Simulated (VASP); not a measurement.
# BaTiO3 in VASP: a series of runs, part 2 of 2

VASP 6.6.1. The steps go on from the part before.

## 5. Single point, LDA (volume scaled by 0.99)

INCAR

```
SYSTEM = BaTiO3
PREC = Accurate
ENCUT = 520
EDIFF = 1E-6
ISMEAR = -1
SIGMA = 0.05
LREAL = .FALSE.
LASPH = .TRUE.
NELM = 80
ALGO = Normal
ISIF = 2
LWAVE = .FALSE.
LCHARG = .FALSE.
GGA = CA
NBANDS = 28
```

KPOINTS

```
regular mesh
0
G
  8 8 8
  0 0 0
```

POSCAR

```
BaTiO3
1.0
    3.9938975588      0.0000000000      0.0000000000
    0.0000000000      3.9938975588      0.0000000000
    0.0000000000      0.0000000000      3.9938975588
Ba Ti O
1 1 3
Direct
    0.5000000000      0.5000000000      0.5000000000
    0.0000000000      0.0000000000      0.0000000000
    0.5000000000      0.0000000000      0.0000000000
    0.0000000000      0.5000000000      0.0000000000
    0.0000000000      0.0000000000      0.5000000000
```

Potentials or basis: VASP PAW LDA potentials, release 64 (Ba_sv, Ti_sv, O).

Launch:

```bash
cat potpaw_LDA.64/Ba_sv/POTCAR potpaw_LDA.64/Ti_sv/POTCAR potpaw_LDA.64/O/POTCAR > POTCAR
mpirun -np 1 vasp_std > vasp.out
```

OUTCAR:

```text
SYSTEM = BaTiO3
   PREC = Accurate
   ENCUT = 520
   EDIFF = 1E-6
   ISMEAR = -1
   LREAL = .FALSE.
   LASPH = .TRUE.
   NELM = 80
   ISIF = 2
   GGA = CA

 ion  position               nearest neighbor table
   1  0.500  0.500  0.500-   3 2.82   4 2.82   5 2.82   3 2.82   4 2.82   3 2.82   5 2.82   3 2.82
                             4 2.82   5 2.82   4 2.82   5 2.82   2 3.46   2 3.46   2 3.46   2 3.46
   2  0.000  0.000  0.000-   3 2.00   4 2.00   5 2.00   5 2.00   4 2.00   3 2.00   1 3.46   1 3.46
                             1 3.46   1 3.46   1 3.46   1 3.46   1 3.46   1 3.46
[... 951 lines left out ...]
  -------------------------------------------------------------------------------------
  Total       -2.3116205     -2.3116205     -2.3116205      0.0000000      0.0000000      0.0000000
  in kB      -58.1348230    -58.1348230    -58.1348230      0.0000000      0.0000000      0.0000000
  external PRESSURE =     -58.1348230 kB  Pullay stress =       0.0000000 kB

 VOLUME and BASIS-vectors are now :
 -----------------------------------------------------------------------------
  energy-cutoff  :      520.00
  volume of cell :       63.71
      direct lattice vectors                 reciprocal lattice vectors
     3.993897559  0.000000000  0.000000000     0.250381985  0.000000000  0.000000000
     0.000000000  3.993897559  0.000000000     0.000000000  0.250381985  0.000000000
     0.000000000  0.000000000  3.993897559     0.000000000  0.000000000  0.250381985

 POSITION                                       TOTAL-FORCE (eV/Angst)
 -----------------------------------------------------------------------------------
      1.99695      1.99695      1.99695         0.000000      0.000000      0.000000
      0.00000      0.00000      0.00000         0.000000      0.000000      0.000000
      1.99695      0.00000      0.00000         0.000000      0.000000      0.000000
      0.00000      1.99695      0.00000         0.000000      0.000000      0.000000
      0.00000      0.00000      1.99695         0.000000      0.000000      0.000000
 -----------------------------------------------------------------------------------
    total drift:                                0.000000     -0.000000      0.000000

  FREE ENERGIE OF THE ION-ELECTRON SYSTEM (eV)
  ---------------------------------------------------
  free  energy   TOTEN  =       -44.1211526376 eV

  energy  without entropy=      -44.1211526329  energy(sigma->0) =      -44.12115264
```

It took 54 s on 1 thread of Intel Xeon 6975P-C, shared host; peak memory 0.19 GiB.

What came out:

```
Free energy            : -44.1212 eV
Pressure               : -5.8 GPa
Band gap on the k mesh : 1.67 eV, indirect (least direct gap 1.80 eV)
```

Caveat: spin-orbit coupling is left out, which moves the levels of the heavy elements.

## 6. Single point, LDA (volume scaled by 1.02)

INCAR

```
SYSTEM = BaTiO3
PREC     = Accurate       ! precision mode
ENCUT    = 520            ! plane-wave cutoff, eV
EDIFF    = 1E-6           ! SCF threshold, eV
ISMEAR   = -1             ! smearing method
SIGMA    = 0.05           ! smearing width, eV
LREAL    = .FALSE.        ! projectors in reciprocal space
LASPH    = .TRUE.         ! aspherical terms in the spheres
NELM     = 100            ! most SCF steps
ALGO     = Normal         ! electronic algorithm
ISIF     = 2              ! what is computed and relaxed
LWAVE    = .FALSE.        ! write WAVECAR
LCHARG   = .FALSE.        ! write CHGCAR
GGA      = CA             ! functional
NBANDS   = 28             ! bands
```

KPOINTS

```
Automatic mesh
0
G
  8 8 8
  0 0 0
```

Edit POSCAR of step 5 so:

```diff
@@ -2,5 +2,5 @@
 1.0
-    3.9938975588      0.0000000000      0.0000000000
-    0.0000000000      3.9938975588      0.0000000000
-    0.0000000000      0.0000000000      3.9938975588
+    4.0338391840      0.0000000000      0.0000000000
+    0.0000000000      4.0338391840      0.0000000000
+    0.0000000000      0.0000000000      4.0338391840
 Ba Ti O
```

Potentials or basis: VASP PAW LDA potentials, release 64 (Ba_sv, Ti_sv, O).

Launch:

```bash
cat potpaw_LDA.64/Ba_sv/POTCAR potpaw_LDA.64/Ti_sv/POTCAR potpaw_LDA.64/O/POTCAR > POTCAR
mpirun -np 1 vasp_std > vasp.out
```

Wall time 50 s (1 thread of Intel Xeon 6975P-C, shared host); peak memory 0.19 GiB.

It converged, with:

```
Free energy            : -44.0245 eV
Pressure               : -10.5 GPa
Band gap on the k mesh : 1.61 eV, indirect (least direct gap 1.78 eV)
```

Levels at points of the mesh, in eV from the valence-band top:
| k point | band 17 | band 18 | band 19 | band 20 | band 21 | band 22 | band 23 | band 24 |
| --- | --- | --- | --- | --- | --- | --- | --- | --- |
| (0.00, 0.00, 0.00) | -1.07 | -0.16 | -0.16 | -0.16 | 1.61 | 1.61 | 1.61 | 3.79 |
| (0.50, 0.00, 0.00) | -1.83 | -1.83 | -0.72 | -0.72 | 1.77 | 3.34 | 3.34 | 3.79 |
| (0.50, 0.50, 0.00) | -1.74 | -0.88 | -0.88 | -0.09 | 3.35 | 3.35 | 3.75 | 4.61 |
| (0.50, 0.50, 0.50) | -2.42 | 0.00 | 0.00 | 0.00 | 4.00 | 4.00 | 4.00 | 6.55 |

Caveat: spin-orbit coupling is left out, which moves the levels of the heavy elements. A k mesh can miss the band edges.

## 7. The runs side by side

```csv
cell,gap on the mesh (eV),pressure (GPa)
"a = 4.007 Å, angles 89.4°, 5 atoms",1.62,-7.4
"a = 4.008 Å, angles 88.3°, 5 atoms",1.55,-7.2
"a = 3.953 Å, 5 atoms",1.73,-0.3
"a = 3.994 Å, 5 atoms",1.67,-5.8
"a = 4.034 Å, 5 atoms",1.61,-10.5
```

Alike in all rows: task single point; level LDA; potentials or basis VASP PAW LDA potentials, release 64 (Ba_sv, Ti_sv, O); no spin polarisation; k mesh 8 × 8 × 8; cutoff (eV) 520; smearing fermi-dirac 0.05 eV.

Caveats: spin-orbit coupling is left out, which moves the levels of the heavy elements.

Absolute energies hang on the potentials; compare differences alone.
